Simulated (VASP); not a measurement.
# SiSeF2 (P6/mmm) in VASP: notebook

The runs below take SiSeF2 through single point, relaxation of cell and atoms, with PBE.

Program: VASP 6.6.1. These are calculated values, not measurements. Logs are shortened: lines on timing, memory, paths and dates and some standing lists are left out, and cuts for length are marked.

### 1 The cell of the first run

The structure is hexagonal, space group P6/mmm (No. 191). The conventional cell has a = 2.779 Å, b = 2.779 Å, c = 10.522 Å, α = 90.00°, β = 90.00°, γ = 120.00°. Si (site symmetry 6/mmm) has 2 F at 1.63 Å within 2.2 Å. Within 3.7 Å of Se (site symmetry 6/mmm) lie 6 Se at 2.78 Å and 2 F at 3.64 Å. Within 2.2 Å of F (site symmetry 6mm) lie 1 Si at 1.63 Å.

The cell was generated, and may not be a known phase.

### 2 Single point, PBE

File INCAR:

```
SYSTEM = SiSeF2
PREC = Accurate
ENCUT = 520
EDIFF = 1E-6
ISMEAR = 0
SIGMA = 0.1
LREAL = .False.
LASPH = .True.
NELM = 80
ALGO = Fast
ISIF = 2
LWAVE = .False.
LCHARG = .False.
GGA = PE
NBANDS = 20
```

File KPOINTS:

```
regular mesh
0
Gamma
  18 18 6
  0 0 0
```

File POSCAR:

```
SiSeF2
1.0
    2.7788460113      0.0000000000      0.0000000000
   -1.3894230057      2.4065512390      0.0000000000
    0.0000000000      0.0000000000     10.5223628449
Si Se F
1 1 2
Direct
    0.0000000000      0.0000000000      0.0000000000
    0.0000000000      0.0000000000      0.5000000000
    0.0000000000      0.0000000000      0.8454743839
    0.0000000000      0.0000000000      0.1545256161
```

Potentials or basis: VASP PAW PBE potentials, release 64 (Si, Se, F).

Started as:

```console
cat potpaw_PBE.64/Si/POTCAR potpaw_PBE.64/Se/POTCAR potpaw_PBE.64/F/POTCAR > POTCAR
mpirun -np 1 vasp_std > vasp.out
```

OUTCAR:

```text
SYSTEM = SiSeF2
   PREC = Accurate
   ENCUT = 520
   EDIFF = 1E-6
   ISMEAR = 0
   LREAL = .False.
   LASPH = .True.
   NELM = 80
   ISIF = 2
   GGA = PE

 ion  position               nearest neighbor table
   1  0.000  0.000  0.000-   3 1.63   4 1.63
   2  0.000  0.000  0.500-
   3  0.000  0.000  0.845-   1 1.63
   4  0.000  0.000  0.155-   1 1.63

  LATTYP: Found a hexagonal cell.
 ALAT       =     2.7788460113
 C/A-ratio  =     3.7865944360

  Lattice vectors:

 A1 = (   2.7788460113,   0.0000000000,   0.0000000000)
 A2 = (  -1.3894230057,   2.4065512390,   0.0000000000)
 A3 = (   0.0000000000,   0.0000000000,  10.5223628449)

Analysis of symmetry for initial positions (statically):
=====================================================================
 Subroutine PRICEL returns:
 Original cell was already a primitive cell.

 Routine SETGRP: Setting up the symmetry group for a
 hexagonal supercell.

 Subroutine GETGRP returns: Found 24 space group operations
 (whereof 24 operations were pure point group operations)
 out of a pool of 24 trial point group operations.

The static configuration has the point symmetry D_6h.

Analysis of symmetry for dynamics (positions and initial velocities):
=====================================================================
 Subroutine PRICEL returns:
 Original cell was already a primitive cell.

 Routine SETGRP: Setting up the symmetry group for a
 hexagonal supercell.

 Subroutine GETGRP returns: Found 24 space group operations
 (whereof 24 operations were pure point group operations)
 out of a pool of 24 trial point group operations.

The dynamic configuration has the point symmetry D_6h.

 Subroutine INISYM returns: Found 24 space group operations
 (whereof 24 operations are pure point group operations),
 and found     1 'primitive' translations

----------------------------------------------------------------------------------------

                                     Primitive cell

  volume of cell :      70.3676

  direct lattice vectors                    reciprocal lattice vectors
     2.778846011  0.000000000  0.000000000     0.359861610  0.207766198  0.000000000
    -1.389423006  2.406551239  0.000000000     0.000000000  0.415532395  0.000000000
     0.000000000  0.000000000 10.522362845     0.000000000  0.000000000  0.095035689

  length of vectors
     2.778846011  2.778846011 10.522362845     0.415532395  0.415532395  0.095035689

  position of ions in fractional coordinates (direct lattice)
     0.000000000  0.000000000  0.000000000
     0.000000000  0.000000000  0.500000000
     0.000000000  0.000000000  0.845474384
     0.000000000  0.000000000  0.154525616

  ion indices of the primitive-cell ions
   primitive index   ion index
                 1           1
                 2           2
                 3           3
                 4           4

----------------------------------------------------------------------------------------

 KPOINTS: regular mesh

Automatic generation of k-mesh.
 Grid dimensions read from file:
 generate k-points for:   18   18    6

 Generating k-lattice:

  Cartesian coordinates                     Fractional coordinates (reciprocal lattice)
     0.019992312  0.011542567  0.000000000     0.055555556  0.000000000  0.000000000
     0.000000000  0.023085133  0.000000000     0.000000000  0.055555556  0.000000000
     0.000000000  0.000000000  0.015839281     0.000000000  0.000000000  0.166666667

  Length of vectors
     0.023085133  0.023085133  0.015839281

  Shift w.r.t. Gamma in fractional coordinates (k-lattice)
     0.000000000  0.000000000  0.000000000

 Subroutine IBZKPT returns following result:
 ===========================================

 Found    148 irreducible k-points:

 Following reciprocal coordinates:
            Coordinates               Weight
  0.000000  0.000000  0.000000      1.000000
  0.055556  0.000000  0.000000      6.000000
  0.111111  0.000000  0.000000      6.000000
  0.166667  0.000000  0.000000      6.000000
  0.222222  0.000000  0.000000      6.000000
  0.277778  0.000000  0.000000      6.000000
[... 16 lines left out ...]
  0.333333  0.111111  0.000000     12.000000
  0.388889  0.111111  0.000000     12.000000
 [... further k-points ...]
   k-points           NKPTS =    148   k-points in BZ     NKDIM =    148   number of bands    NBANDS=     20
   number of dos      NEDOS =    301   number of ions     NIONS =      4
   total plane-waves  NPLWV =  46080
   dimension x,y,z NGX =    24 NGY =   24 NGZ =   80
   dimension x,y,z NGXF=    48 NGYF=   48 NGZF=  160
   ions per type =               1   1   2
   NGX,Y,Z   is equivalent  to a cutoff of  14.36, 14.36, 12.64 a.u.
   NGXF,Y,Z  is equivalent  to a cutoff of  28.72, 28.72, 25.28 a.u.
 SYSTEM =  SiSeF2
   PREC   = accura    normal or accurate (medium, high low for compatibility)
   ISTART =      0    job   : 0-new  1-cont  2-samecut
   ICHARG =      2    charge: 1-file 2-atom 10-const
   ISPIN  =      1    spin polarized calculation?
   LNONCOLLINEAR =      F non collinear calculations
   LSORBIT =      F    spin-orbit coupling
   LASPH  =      T    aspherical Exc in radial PAW
   ENCUT  =  520.0 eV  38.22 Ry    6.18 a.u.   5.17  5.17 19.56*2*pi/ulx,y,z
   NELM   =     80;   NELMIN=  2; NELMDL= -5     # of ELM steps
   EDIFF  = 0.1E-05   stopping-criterion for ELM
   LREAL  =      F    real-space projection
   EDIFFG = 0.1E-04   stopping-criterion for IOM
   NSW    =      0    number of steps for IOM
   IBRION =     -1    ionic relax: 0-MD 1-quasi-New 2-CG
   NFREE  =      0    steps in history (QN), initial steepest desc. (CG)
   ISIF   =      2    stress and relaxation
   ISYM   =      2    0-nonsym 1-usesym 2-fastsym
   POTIM  = 0.5000    time-step for ionic-motion
   TEBEG  =    0.0;   TEEND  =   0.0 temperature during run
   PSTRESS=    0.0 pullay stress
   NELECT =      24.0000    total number of electrons
   NUPDOWN=      -1.0000    fix difference up-down
   EMIN   =  10.00;   EMAX   =-10.00  energy-range for DOS
   EFERMI =   0.00;   METHOD = LEGACY
   ISMEAR =     0;   SIGMA  =   0.10  broadening in eV -4-tet -1-fermi 0-gaus
   EFERMI_NEDOS =   21; number of points for ismear=-14 and -15
   IALGO  =     68    algorithm
   IMIX   =      4    mixing-type and parameters
     AMIX     =   0.40;   BMIX     =  1.00
     AMIX_MAG =   1.60;   BMIX_MAG =  1.00
  volume/ion in A,a.u.               =      17.59       118.72
  Fermi-wavevector in a.u.,A,eV,Ry     =   1.143811  2.161489 17.800553  1.308304
  Thomas-Fermi vector in A             =   2.280505
   LORBIT       =      0    0 simple, 1 ext, 2 COOP (PROOUT), +10 PAW based schemes
   GGA     = PE    functional components
   LHFCALC =     F    Hartree Fock is set to
   AEXX    =    0.0000 exact exchange contribution
   IVDW    =     0    specifies the selected vdW correction
   LEPSILON=     F    determine dielectric tensor
   LRPA    =     F    only Hartree local field effects (RPA)
 non-spin polarized calculation
 RMM-DIIS sequential band-by-band and
 Gauss-broadening in eV      SIGMA  =   0.10
  energy-cutoff  :      520.00
  volume of cell :       70.37
 maximum number of plane-waves:      1914
 NGX is ok and might be reduce to    24
   NGX = 11   NGY = 11   NGZ = 39

 number of electron      24.0000010 magnetization

 Free energy of the ion-electron system (eV)
  ---------------------------------------------------
  ext. energy  EPLUGINS =         0.00000000
  ---------------------------------------------------
  free energy    TOTEN  =       -17.73340537 eV

  energy without entropy =      -17.72742616  energy(sigma->0) =      -17.73041576

 E-fermi :   1.9265     XC(G=0):  -8.8156

 val. band max:        1.9153957141   @ k =   0.3889   0.1667   0.5000
 cond. band min:       1.9281374476   @ k =   0.3889   0.1667   0.3333
 fundamental gap:      0.0127417334
 Fermi energy:         1.9265194970

 k-point     1 :       0.0000    0.0000    0.0000
  band No.  band energies     occupation
      1     -22.7612      2.00000
      2     -22.5011      2.00000
      3     -13.6772      2.00000
      4      -8.5727      2.00000
      5      -5.0408      2.00000
      6      -1.9519      2.00000
[... 12 lines left out ...]
     19      13.8260      0.00000
     20      14.3552      0.00000

 k-point     2 :       0.0556    0.0000    0.0000
  band No.  band energies     occupation
      1     -22.7464      2.00000
      2     -22.4885      2.00000
      3     -13.6057      2.00000
      4      -8.5227      2.00000
      5      -5.0232      2.00000
      6      -2.2635      2.00000
[... 12 lines left out ...]
     19      13.9452      0.00000
     20      14.3580      0.00000

 k-point     3 :       0.1111    0.0000    0.0000
  band No.  band energies     occupation
      1     -22.7037      2.00000
      2     -22.4518      2.00000
      3     -13.3921      2.00000
      4      -8.3743      2.00000
      5      -4.9721      2.00000
      6      -2.6477      2.00000
[... 12 lines left out ...]
     19      14.0642      0.00000
     20      14.3168      0.00000

 k-point     4 :       0.1667    0.0000    0.0000
  band No.  band energies     occupation
      1     -22.6374      2.00000
      2     -22.3950      2.00000
      3     -13.0396      2.00000
      4      -8.1332      2.00000
      5      -4.8931      2.00000
      6      -3.0643      2.00000
[... 12 lines left out ...]
     19      13.7499      0.00000
     20      14.5767      0.00000

 k-point     5 :       0.2222    0.0000    0.0000
  band No.  band energies     occupation
      1     -22.5551      2.00000
      2     -22.3247      2.00000
      3     -12.5543      2.00000
      4      -7.8091      2.00000
      5      -4.7949      2.00000
      6      -3.4978      2.00000
[... 12 lines left out ...]
     19      12.5022      0.00000
     20      13.4078      0.00000
[... 353 lines left out ...]
      6      -3.9610      2.00000
[... 12 lines left out ...]
     19      13.6212      0.00000
     20      14.5689      0.00000

 k-point    22 :       0.2778    0.1111    0.0000
  band No.  band energies     occupation
      1     -22.3578      2.00000
      2     -22.1565      2.00000
      3     -11.0598      2.00000
      4      -6.8616      2.00000
      5      -4.5601      2.00000
      6      -4.3246      2.00000
[... 12 lines left out ...]
     19      13.1818      0.00000
     20      14.2881      0.00000

 k-point    23 :       0.3333    0.1111    0.0000
  band No.  band energies     occupation
      1     -22.2912      2.00000
      2     -22.0997      2.00000
      3     -10.3364      2.00000
      4      -6.4168      2.00000
      5      -4.6826      2.00000
      6      -4.4799      2.00000
[... 12 lines left out ...]
     19      12.8525      0.00000
     20      14.0890      0.00000

 k-point    24 :       0.3889    0.1111    0.0000
  band No.  band energies     occupation
      1     -22.2472      2.00000
      2     -22.0623      2.00000
      3      -9.7134      2.00000
      4      -5.9966      2.00000
      5      -5.0291      2.00000
      6      -4.4259      2.00000
[... 12 lines left out ...]
     19      12.7536      0.00000
     20      13.6336      0.00000

 [... further k-points ...]
[... 5 lines left out ...]
  --------------------------------------------------------------------------------------
  -------------------------------------------------------------------------------------
  Total       -0.0923174     -0.0923174      0.6423797      0.0000000      0.0000000     -0.0000000
  in kB       -2.1019458     -2.1019458     14.6261329      0.0000000      0.0000000     -0.0000000
  external PRESSURE =       3.4740804 kB  Pullay stress =       0.0000000 kB

 VOLUME and BASIS-vectors are now :
 -----------------------------------------------------------------------------
  energy-cutoff  :      520.00
  volume of cell :       70.37
      direct lattice vectors                 reciprocal lattice vectors
     2.778846011  0.000000000  0.000000000     0.359861610  0.207766198  0.000000000
    -1.389423006  2.406551239  0.000000000     0.000000000  0.415532395  0.000000000
     0.000000000  0.000000000 10.522362845     0.000000000  0.000000000  0.095035689

 POSITION                                       TOTAL-FORCE (eV/Angst)
 -----------------------------------------------------------------------------------
      0.00000      0.00000      0.00000        -0.000000      0.000000      0.000000
      0.00000      0.00000      5.26118        -0.000000      0.000000      0.000000
      0.00000      0.00000      8.89639        -0.000000     -0.000000     -0.227015
      0.00000      0.00000      1.62597         0.000000      0.000000      0.227015
 -----------------------------------------------------------------------------------
    total drift:                                0.000000      0.000000      0.000000

  FREE ENERGIE OF THE ION-ELECTRON SYSTEM (eV)
  ---------------------------------------------------
  free  energy   TOTEN  =       -17.7334053734 eV

  energy  without entropy=      -17.7274261565  energy(sigma->0) =      -17.73041576
```

Run time: 5.7 min. Hardware: 1 thread of Oxide Virtual Turin-like, shared host; peak memory 0.31 GiB.

What came out:

| Quantity | Value |
| --- | --- |
| Free energy | -17.7334 eV |
| Pressure | 0.3 GPa |
| Largest force | 0.227 eV/Å |
| Band gap on the k mesh | zero (bands 12 and 13 overlap by 5.91 eV) |

Forces in eV/Å, atoms in the order of the input:
```
Si   0.000  0.000  0.000
Se   0.000  0.000  0.000
F    0.000  0.000 -0.227
F    0.000  0.000  0.227
```

Levels at points of the mesh, in eV from the Fermi level:
```
           k point  band 9  band 10  band 11  band 12  band 13  band 14  band 15  band 16
(0.00, 0.00, 0.00)   -3.74    -3.74    -3.69     5.05     5.05     5.64     5.91    10.08
(0.50, 0.00, 0.00)   -4.33    -4.16    -1.50    -0.17    -0.12     1.88     6.55     6.75
(0.00, 0.00, 0.50)   -3.74    -3.74    -3.44     4.94     5.05     5.05     7.20     8.81
(0.50, 0.00, 0.50)   -4.33    -4.16    -1.50    -0.32     0.03     1.88     6.56     6.75
```

Caveat: this functional lacks dispersion, which binds layers or chains, so the pressure and a relaxed spacing across them are unreliable.

### 3 Relaxation of cell and atoms, PBE

This run uses another cell than the first one, of 17.21 Å³/atom.

File INCAR:

```
SYSTEM = SiSeF2
PREC = Accurate
ENCUT = 600
EDIFF = 1E-7
ISMEAR = 0
SIGMA = 0.1
LREAL = .FALSE.
LASPH = .TRUE.
NELM = 100
ALGO = Fast
ISIF = 3
LWAVE = .FALSE.
LCHARG = .FALSE.
GGA = PE
IBRION = 2
NSW = 100
EDIFFG = -0.01
```

File KPOINTS:

```
Automatic mesh
0
G
  18 18 6
  0 0 0
```

File POSCAR:

```
SiSeF2
1.0
    2.7855806885      0.0000000000      0.0000000000
   -1.3927903443      2.4123836406      0.0000000000
    0.0000000000      0.0000000000     10.2468385630
Si Se F
1 1 2
Direct
    0.0000000000      0.0000000000      0.0000000000
    0.0000000000      0.0000000000      0.5000000000
    0.0000000000      0.0000000000      0.8411752614
    0.0000000000      0.0000000000      0.1588247386
```

Potentials or basis: VASP PAW PBE potentials, release 64 (Si, Se, F).

Started as:

```console
cat potpaw_PBE.64/Si/POTCAR potpaw_PBE.64/Se/POTCAR potpaw_PBE.64/F/POTCAR > POTCAR
mpirun -np 1 vasp_std > vasp.out
```

Run time: 13 min. Hardware: 1 thread of Oxide Virtual Turin-like, shared host; peak memory 0.35 GiB.

The run converged. Its results:

```
Free energy                           : -17.7399 eV
Relaxed volume                        : 17.11 Å³/atom
Relaxed cell                          : a = 2.774 Å, b = 2.774 Å, c = 10.271 Å, α = 90.00°, β = 90.00°, γ = 120.00°
Space group after relaxing (to 0.1 Å) : P6/mmm (No. 191)
Energy gained by relaxing             : 0.7 meV/atom
Ionic steps                           : 4
Pressure after relaxing               : 0.0 GPa
Band gap on the k mesh                : zero (bands 12 and 13 overlap by 5.93 eV)
```

Step by step:
| step | energy change (eV) | largest force (eV/Å) | pressure (GPa) | volume (Å³) |
| --- | --- | --- | --- | --- |
| 1 | 0.0000 | 0.1973 | 0.03 | 68.86 |
| 2 | 0.0040 | 0.4119 | -1.19 | 68.88 |
| 3 | -0.0020 | 0.0324 | -0.44 | 68.87 |
| 4 | -0.0027 | 0.0017 | -0.04 | 68.46 |

Final structure:
```
Si Se F
1.0
     2.77423    0.00000    0.00000
    -1.38711    2.40255    0.00000
     0.00000    0.00000   10.27098
Si Se F
1 1 2
Direct
  0.00000 0.00000 0.00000
  0.00000 0.00000 0.50000
  0.00000 0.00000 0.84086
  0.00000 0.00000 0.15914
```

Levels at points of the mesh, in eV from the Fermi level:
```tsv
k point	band 8	band 9	band 10	band 11	band 12	band 13	band 14	band 15	band 16
(0.00, 0.00, 0.00)	-3.73	-3.69	-3.65	-3.65	5.09	5.09	5.66	6.13	10.54
(0.50, 0.00, 0.00)	-5.93	-4.25	-4.08	-1.52	-0.16	-0.13	1.89	6.55	6.77
(0.00, 0.00, 0.50)	-3.73	-3.65	-3.65	-3.35	4.98	5.09	5.09	7.40	9.17
(0.50, 0.00, 0.50)	-5.92	-4.25	-4.08	-1.53	-0.36	0.07	1.89	6.58	6.77
```

Caveat: this functional lacks dispersion, which binds layers or chains, so the pressure and a relaxed spacing across them are unreliable.

The gap in the log of VASP goes by the Fermi energy; the results here count the filled bands.